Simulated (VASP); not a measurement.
# BN (pbe): single point with PBE

The system is BN (pbe).

```
CELL_PARAMETERS angstrom
0.00000 1.80800 1.80800
1.80800 0.00000 1.80800
1.80800 1.80800 0.00000
ATOMIC_POSITIONS crystal
B 0.00000 0.00000 0.00000
N 0.25000 0.25000 0.25000
```

```yaml
Program: VASP 6.6.1
Task: single point
Functional: PBE
Potentials_or_basis: VASP PAW PBE potentials, release 64 (B, N)
Cutoff: 600 eV
k_mesh: 8 × 8 × 8
Occupations: gaussian, width 0.1 eV
Spin: no spin polarisation
```

| Quantity | Value |
| --- | --- |
| Pressure | 2.7 GPa |
| Band gap on the k mesh | 4.46 eV, indirect (least direct gap 8.82 eV) |

Levels at points of the mesh, in eV from the valence-band top:
| k point | band 2 | band 3 | band 4 | band 5 | band 6 | band 7 |
| --- | --- | --- | --- | --- | --- | --- |
| (0.00, 0.00, 0.00) | 0.00 | 0.00 | 0.00 | 8.82 | 8.82 | 8.82 |
| (0.50, 0.00, 0.00) | -10.68 | -1.94 | -1.94 | 10.13 | 10.70 | 10.70 |
| (0.50, 0.50, 0.00) | -8.91 | -4.90 | -4.90 | 4.46 | 9.23 | 17.91 |

Wall time 3.9 s on 1 thread of Intel(R) Xeon(R) Platinum 8259CL CPU @ 2.50GHz (Skylake/Cascade Lake) (shared host), peak memory 0.12 GiB.

A k mesh can miss the band edges.
